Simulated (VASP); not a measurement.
# Cu16H2O in VASP: single point with PBE+D3(BJ)

Aim: the single point of Cu16H2O with PBE+D3(BJ).

All numbers are computed with VASP 6.6.1; they aren't measurements. Logs are shortened: lines on timing, memory, paths and dates and some standing lists are left out, and cuts for length are marked.

## (1) The cell of the first run

The cell holds a slab with vacuum, 19 atoms: a = 5.105 Å, b = 5.105 Å, c = 22.753 Å, α = 90.00°, β = 90.00°, γ = 60.00°.

## (2) Single point, PBE+D3(BJ)

INCAR reads:

```
PREC     = Accurate       # precision mode
ENCUT    = 520            # plane-wave cutoff, eV
EDIFF    = 1E-6           # SCF threshold, eV
ISMEAR   = 1              # smearing method
SIGMA    = 0.1            # smearing width, eV
LREAL    = F              # projectors in reciprocal space
LASPH    = T              # aspherical terms in the spheres
NELM     = 120            # most SCF steps
ALGO     = Normal         # electronic algorithm
ISIF     = 2              # what is computed and relaxed
LWAVE    = F              # write WAVECAR
LCHARG   = F              # write CHGCAR
GGA      = PE             # functional
IVDW     = 12             # dispersion correction
NBANDS   = 107            # bands
GGA_COMPAT= F            
NELMDL   = -8
```

KPOINTS reads:

```
regular mesh
0
Gamma
  2 2 1
```

POSCAR reads:

```
Cu16H2O
1.0
    5.1053109602      0.0000000000      0.0000000000
    2.5526554801      4.4213289857      0.0000000000
    0.0000000000      0.0000000000     22.7527034153
Cu O H
16 1 2
Direct
    0.0000000000      0.0000000000      0.1098770500
    0.5000000000      0.0000000000      0.1098770500
    0.0000000000      0.5000000000      0.1098770500
    0.5000000000      0.5000000000      0.1098770500
    0.1666666700      0.1666666700      0.2014808700
    0.6666666700      0.1666666700      0.2014808700
    0.1666666700      0.6666666700      0.2014808700
    0.6666666700      0.6666666700      0.2014808700
    0.8349324900      0.3308192800      0.2905454300
    0.3334695500      0.3332981800      0.2898065600
    0.8347836200      0.8347836300      0.2905444600
    0.3311640700      0.8345304500      0.2905673500
   -0.0010482900      0.0000123200      0.3830818400
    0.5005815500      0.0004988800      0.3787642800
    0.0007336100      0.5004213400      0.3787250800
    0.5006842400      0.4989977100      0.3787172100
    0.0513623400     -0.0002640200      0.4874012700
    0.2548027200      0.8230033800      0.4869254500
    0.0880391200      0.1701875100      0.4866637300
```

Potentials or basis: VASP PAW PBE potentials, release 64 (Cu, O, H).

On the command line:

```sh
> cat potpaw_PBE.64/Cu/POTCAR potpaw_PBE.64/O/POTCAR potpaw_PBE.64/H/POTCAR > POTCAR
> mpirun -np 1 vasp_std > vasp.out
```

OUTCAR:

```text
PREC = Accurate
   ENCUT = 520
   EDIFF = 1E-6
   ISMEAR = 1
   LREAL = F
   LASPH = T
   NELM = 120
   ISIF = 2
   GGA = PE
   IVDW = 12
   NELMDL = -8
 IVDW          = 12

 ion  position               nearest neighbor table
   1  0.000  0.000  0.110-   3 2.55   3 2.55   4 2.55   4 2.55   2 2.55   2 2.55   7 2.55   6 2.55
                             5 2.55
   2  0.500  0.000  0.110-   4 2.55   3 2.55   4 2.55   3 2.55   1 2.55   1 2.55   8 2.55   5 2.55
                             6 2.55
   3  0.000  0.500  0.110-   1 2.55   1 2.55   2 2.55   2 2.55   4 2.55   4 2.55   5 2.55   8 2.55
                             7 2.55
   4  0.500  0.500  0.110-   2 2.55   1 2.55   2 2.55   1 2.55   3 2.55   3 2.55   6 2.55   7 2.55
                             8 2.55
   5  0.167  0.167  0.201-  10 2.49   9 2.50  12 2.50   7 2.55   7 2.55   8 2.55   8 2.55   6 2.55
                             6 2.55   3 2.55   2 2.55   1 2.55
   6  0.667  0.167  0.201-  10 2.49  11 2.50   9 2.50   8 2.55   7 2.55   8 2.55   7 2.55   5 2.55
                             5 2.55   4 2.55   1 2.55   2 2.55
   7  0.167  0.667  0.201-  10 2.49  11 2.50  12 2.50   5 2.55   5 2.55   6 2.55   6 2.55   8 2.55
                             8 2.55   1 2.55   4 2.55   3 2.55
   8  0.667  0.667  0.201-  12 2.51   9 2.51  11 2.51   6 2.55   5 2.55   6 2.55   5 2.55   7 2.55
                             7 2.55   2 2.55   3 2.55   4 2.55
   9  0.835  0.331  0.291-  16 2.49  15 2.49   5 2.50   6 2.50   8 2.51  11 2.53  12 2.53  10 2.55
                            10 2.55  13 2.56  12 2.57  11 2.57
  10  0.333  0.333  0.290-   6 2.49   7 2.49   5 2.49  15 2.50  16 2.50  14 2.50   9 2.55  11 2.55
                            12 2.55  12 2.55  11 2.55   9 2.55
  11  0.835  0.835  0.291-  15 2.49  14 2.49   6 2.50   7 2.50   8 2.51   9 2.53  12 2.53  10 2.55
                            10 2.55  13 2.56  12 2.57   9 2.57
  12  0.331  0.835  0.291-  16 2.49  14 2.50   5 2.50   7 2.50   8 2.51  11 2.53   9 2.53  10 2.55
                            10 2.55  13 2.57   9 2.57  11 2.57
  13  0.999  0.000  0.383-  14 2.54  16 2.55  15 2.55  11 2.56  15 2.56  16 2.56   9 2.56  14 2.56
                            12 2.57
  14  0.501  0.000  0.379-  11 2.49  12 2.50  10 2.50  13 2.54  16 2.55  15 2.55  15 2.55  16 2.56
                            13 2.56
  15  0.001  0.500  0.379-  11 2.49   9 2.49  10 2.50  13 2.55  16 2.55  14 2.55  14 2.55  16 2.56
                            13 2.56
  16  0.501  0.499  0.379-   9 2.49  12 2.49  10 2.50  14 2.55  13 2.55  15 2.55  15 2.56  14 2.56
                            13 2.56
  17  0.051  1.000  0.487-  19 0.98  18 0.98
  18  0.255  0.823  0.487-  17 0.98
  19  0.088  0.170  0.487-  17 0.98

  LATTYP: Found a hexagonal cell.
 ALAT       =     5.1053109602
 C/A-ratio  =     4.4566733727

  Lattice vectors:

 A1 = (  -2.5526554801,  -4.4213289857,   0.0000000000)
 A2 = (   5.1053109602,   0.0000000000,   0.0000000000)
 A3 = (   0.0000000000,   0.0000000000,  22.7527034153)

Analysis of symmetry for initial positions (statically):
=====================================================================
 Subroutine PRICEL returns:
 Original cell was already a primitive cell.

 Routine SETGRP: Setting up the symmetry group for a
 hexagonal supercell.

 Subroutine GETGRP returns: Found  1 space group operations
 (whereof  1 operations were pure point group operations)
 out of a pool of 24 trial point group operations.

The static configuration has the point symmetry C_1 .

Analysis of symmetry for dynamics (positions and initial velocities):
=====================================================================
 Subroutine PRICEL returns:
 Original cell was already a primitive cell.

 Routine SETGRP: Setting up the symmetry group for a
 hexagonal supercell.

 Subroutine GETGRP returns: Found  1 space group operations
 (whereof  1 operations were pure point group operations)
 out of a pool of 24 trial point group operations.

The dynamic configuration has the point symmetry C_1 .

 Subroutine INISYM returns: Found  1 space group operations
 (whereof  1 operations are pure point group operations),
 and found     1 'primitive' translations

----------------------------------------------------------------------------------------

                                     Primitive cell

  volume of cell :     513.5799

  direct lattice vectors                    reciprocal lattice vectors
     5.105310960  0.000000000  0.000000000     0.195874455 -0.113088169  0.000000000
     2.552655480  4.421328986  0.000000000     0.000000000  0.226176338  0.000000000
     0.000000000  0.000000000 22.752703415     0.000000000  0.000000000  0.043950821

  length of vectors
     5.105310960  5.105310960 22.752703415     0.226176338  0.226176338  0.043950821

  position of ions in fractional coordinates (direct lattice)
     0.000000000  0.000000000  0.109877050
     0.500000000  0.000000000  0.109877050
     0.000000000  0.500000000  0.109877050
     0.500000000  0.500000000  0.109877050
     0.166666670  0.166666670  0.201480870
     0.666666670  0.166666670  0.201480870
[... 11 lines left out ...]
     0.254802720  0.823003380  0.486925450
     0.088039120  0.170187510  0.486663730

  ion indices of the primitive-cell ions
   primitive index   ion index
                 1           1
                 2           2
                 3           3
                 4           4
                 5           5
                 6           6
[... 11 lines left out ...]
                18          18
                19          19

----------------------------------------------------------------------------------------

 KPOINTS: regular mesh

Automatic generation of k-mesh.
 Grid dimensions read from file:
 generate k-points for:    2    2    1

 Generating k-lattice:

  Cartesian coordinates                     Fractional coordinates (reciprocal lattice)
     0.097937227 -0.056544085  0.000000000     0.500000000  0.000000000  0.000000000
     0.000000000  0.113088169  0.000000000     0.000000000  0.500000000  0.000000000
     0.000000000  0.000000000  0.043950821     0.000000000  0.000000000  1.000000000

  Length of vectors
     0.113088169  0.113088169  0.043950821

  Shift w.r.t. Gamma in fractional coordinates (k-lattice)
     0.000000000  0.000000000  0.000000000

 Subroutine IBZKPT returns following result:
 ===========================================

 Found      4 irreducible k-points:

 Following reciprocal coordinates:
            Coordinates               Weight
  0.000000  0.000000  0.000000      1.000000
  0.500000  0.000000  0.000000      1.000000
  0.500000  0.500000  0.000000      1.000000
  0.000000  0.500000  0.000000      1.000000
   k-points           NKPTS =      4   k-points in BZ     NKDIM =      4   number of bands    NBANDS=    107
   number of dos      NEDOS =    301   number of ions     NIONS =     19
   total plane-waves  NPLWV = 288000
   dimension x,y,z NGX =    40 NGY =   40 NGZ =  180
   dimension x,y,z NGXF=    80 NGYF=   80 NGZF=  360
   ions per type =              16   1   2
   NGX,Y,Z   is equivalent  to a cutoff of  13.03, 13.03, 13.15 a.u.
   NGXF,Y,Z  is equivalent  to a cutoff of  26.05, 26.05, 26.30 a.u.
 SYSTEM =  unknown system
   PREC   = accura    normal or accurate (medium, high low for compatibility)
   ISTART =      0    job   : 0-new  1-cont  2-samecut
   ICHARG =      2    charge: 1-file 2-atom 10-const
   ISPIN  =      1    spin polarized calculation?
   LNONCOLLINEAR =      F non collinear calculations
   LSORBIT =      F    spin-orbit coupling
   LASPH  =      T    aspherical Exc in radial PAW
   ENCUT  =  520.0 eV  38.22 Ry    6.18 a.u.   9.49  9.49 42.30*2*pi/ulx,y,z
   NELM   =    120;   NELMIN=  2; NELMDL= -8     # of ELM steps
   EDIFF  = 0.1E-05   stopping-criterion for ELM
   LREAL  =      F    real-space projection
   EDIFFG = 0.1E-04   stopping-criterion for IOM
   NSW    =      0    number of steps for IOM
   IBRION =     -1    ionic relax: 0-MD 1-quasi-New 2-CG
   NFREE  =      0    steps in history (QN), initial steepest desc. (CG)
   ISIF   =      2    stress and relaxation
   ISYM   =      2    0-nonsym 1-usesym 2-fastsym
   POTIM  = 0.5000    time-step for ionic-motion
   TEBEG  =    0.0;   TEEND  =   0.0 temperature during run
   PSTRESS=    0.0 pullay stress
   NELECT =     184.0000    total number of electrons
   NUPDOWN=      -1.0000    fix difference up-down
   EMIN   =  10.00;   EMAX   =-10.00  energy-range for DOS
   EFERMI =   0.00;   METHOD = LEGACY
   ISMEAR =     1;   SIGMA  =   0.10  broadening in eV -4-tet -1-fermi 0-gaus
   EFERMI_NEDOS =   21; number of points for ismear=-14 and -15
   IALGO  =     38    algorithm
   IMIX   =      4    mixing-type and parameters
     AMIX     =   0.40;   BMIX     =  1.00
     AMIX_MAG =   1.60;   BMIX_MAG =  1.00
  volume/ion in A,a.u.               =      27.03       182.41
  Fermi-wavevector in a.u.,A,eV,Ry     =   1.162728  2.197237 18.394208  1.351936
  Thomas-Fermi vector in A             =   2.299286
   LORBIT       =      0    0 simple, 1 ext, 2 COOP (PROOUT), +10 PAW based schemes
   GGA     = PE    functional components
   LHFCALC =     F    Hartree Fock is set to
   AEXX    =    0.0000 exact exchange contribution
   IVDW    =    12    specifies the selected vdW correction
   LEPSILON=     F    determine dielectric tensor
   LRPA    =     F    only Hartree local field effects (RPA)
 non-spin polarized calculation
 Methfessel and Paxton  Order N= 1 SIGMA  =   0.10
  energy-cutoff  :      520.00
  volume of cell :      513.58
 maximum number of plane-waves:     13945
 NGX is ok and might be reduce to    40
   NGX = 19   NGY = 19   NGZ = 85

 number of electron     184.0000066 magnetization

 Free energy of the ion-electron system (eV)
  ---------------------------------------------------
  ext. energy  EPLUGINS =         0.00000000
  ---------------------------------------------------
  free energy    TOTEN  =       -68.98741587 eV

  energy without entropy =      -68.99851923  energy(sigma->0) =      -68.99111699

 E-fermi :   0.1341     XC(G=0):  -5.8640

 val. band max:        0.0551820087   @ k =   0.0000   0.5000   0.0000
 cond. band min:       0.5754684626   @ k =   0.5000   0.5000   0.0000
 fundamental gap:      0.5202864538
 Fermi energy:         0.1340769212

 k-point     1 :       0.0000    0.0000    0.0000
  band No.  band energies     occupation
      1     -21.5936      2.00000
      2      -9.2293      2.00000
      3      -8.7740      2.00000
      4      -7.5660      2.00000
      5      -5.9325      2.00000
      6      -5.7355      2.00000
[... 96 lines left out ...]
    103       4.4034      0.00000
    104       4.4431      0.00000

 k-point     2 :       0.5000    0.0000    0.0000
  band No.  band energies     occupation
      1     -21.5908      2.00000
      2      -9.2570      2.00000
      3      -6.9086      2.00000
      4      -6.8971      2.00000
      5      -5.9652      2.00000
      6      -5.8706      2.00000
[... 96 lines left out ...]
    103       4.8771      0.00000
    104       5.3895      0.00000

 k-point     3 :       0.5000    0.5000    0.0000
  band No.  band energies     occupation
      1     -21.5908      2.00000
      2      -9.2594      2.00000
      3      -6.9111      2.00000
      4      -6.8942      2.00000
      5      -5.9605      2.00000
      6      -5.8697      2.00000
[... 96 lines left out ...]
    103       4.9038      0.00000
    104       5.3606      0.00000

 k-point     4 :       0.0000    0.5000    0.0000
  band No.  band energies     occupation
      1     -21.5903      2.00000
      2      -9.2961      2.00000
      3      -6.9070      2.00000
      4      -6.8918      2.00000
      5      -5.8828      2.00000
      6      -5.8462      2.00000
[... 96 lines left out ...]
    103       5.0642      0.00000
    104       5.2628      0.00000
 [bands above 104 left out]

------------------------ aborting loop because EDIFF is reached ----------------------------------------

 Edisp (eV)   -7.21007

 E8    (eV) :    -3.1756

  FORCE on cell =-STRESS in cart. coord.  units (eV):
  Direction    XX          YY          ZZ          XY          YZ          ZX
  --------------------------------------------------------------------------------------
  -------------------------------------------------------------------------------------
  Total      -6.46262    -6.24220    -2.48982    -0.00335    -0.00169     0.00859
  in kB     -20.16095   -19.47334    -7.76732    -0.01044    -0.00527     0.02681
  external pressure =      -15.80 kB  Pullay stress =        0.00 kB

 VOLUME and BASIS-vectors are now :
 -----------------------------------------------------------------------------
  energy-cutoff  :      520.00
  volume of cell :      513.58
      direct lattice vectors                 reciprocal lattice vectors
     5.105310960  0.000000000  0.000000000     0.195874455 -0.113088169  0.000000000
     2.552655480  4.421328986  0.000000000     0.000000000  0.226176338  0.000000000
     0.000000000  0.000000000 22.752703415     0.000000000  0.000000000  0.043950821

 POSITION                                       TOTAL-FORCE (eV/Angst)
 -----------------------------------------------------------------------------------
      0.00000      0.00000      2.50000         0.000059     -0.000404      0.148987
      2.55266      0.00000      2.50000        -0.000958      0.004854      0.147018
      1.27633      2.21066      2.50000         0.004789     -0.004408      0.148151
      3.82898      2.21066      2.50000        -0.004418     -0.001614      0.148340
      1.27633      0.73689      4.58423         0.001145      0.002535     -0.019976
      3.82898      0.73689      4.58423         0.003763     -0.000137     -0.020611
[... 11 lines left out ...]
      3.40169      3.63877     11.07887         0.060234     -0.147145      0.036120
      0.88390      0.75245     11.07292         0.071237      0.151598      0.035958
 -----------------------------------------------------------------------------------
    total drift:                               -0.000019      0.000023     -0.001001

  FREE ENERGIE OF THE ION-ELECTRON SYSTEM (eV)
  ---------------------------------------------------
  free  energy   TOTEN  =       -76.1974862111 eV

  energy  without entropy=      -76.2085895688  energy(sigma->0) =      -76.20118733
```

Wall time 19 min (1 thread of Oxide Virtual Turin-like, shared host); peak memory 0.68 GiB.

Results:

```
Free energy                : -76.1975 eV
Largest force              : 0.171 eV/Å
Band gap on the k mesh     : 0.52 eV
Dispersion energy per atom : -0.379 eV
```

Forces in eV/Å, atoms in the order of the input:
```
Cu   0.000  0.000  0.149
Cu  -0.001  0.005  0.147
Cu   0.005 -0.004  0.148
Cu  -0.004 -0.002  0.148
Cu   0.001  0.003 -0.020
Cu   0.004  0.000 -0.021
Cu   0.001  0.000 -0.017
Cu   0.002 -0.002  0.074
Cu  -0.002  0.003 -0.169
Cu   0.002  0.001 -0.163
Cu  -0.003  0.000 -0.171
Cu   0.001  0.001 -0.166
Cu  -0.014 -0.001 -0.059
Cu  -0.003 -0.002  0.026
Cu  -0.003  0.001  0.029
Cu  -0.001  0.000  0.030
O   -0.117 -0.005 -0.038
H    0.060 -0.147  0.036
H    0.071  0.152  0.036
```

Caveat: the k points lie up to 0.71 Å⁻¹ apart; there is no dipole correction, which matters where the two faces differ.
